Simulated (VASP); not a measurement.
BP, 2 atoms in the cell. The cell holds a sheet with vacuum, 2 atoms: a = 3.214 Å, b = 3.214 Å, c = 23.800 Å, α = 90.00°, β = 90.00°, γ = 120.00°. 

* Program: VASP 6.6.1
* Task: single point
* Functional: PBE
* Potentials or basis: VASP PAW PBE potentials, release 64 (B, P)
* Cutoff: 420 eV
* k mesh: 12 × 12 × 1
* Occupations: gaussian, width 0.03 eV
* Spin: no spin polarisation
* Dipole correction: yes
* Further INCAR settings: ALGO = Normal; EDIFF = 1e-06; NBANDS = 11; NELMDL = -8

Potentials or basis: VASP PAW PBE potentials, release 64 (B, P).

Launch:

```sh
$ cat potpaw_PBE.64/B/POTCAR potpaw_PBE.64/P/POTCAR > POTCAR
$ mpirun -np 1 vasp_std > vasp.out
```

Hardware: 1 thread of Intel(R) Xeon(R) Platinum 8488C (Sapphire Rapids), with other jobs on the host.

Problem. How long does it take, and how much memory?

Solution. It took 54 s on 1 thread of Intel(R) Xeon(R) Platinum 8488C (Sapphire Rapids) (shared host), peak memory 0.29 GiB. Counts: scf iterations 23, k points 19.
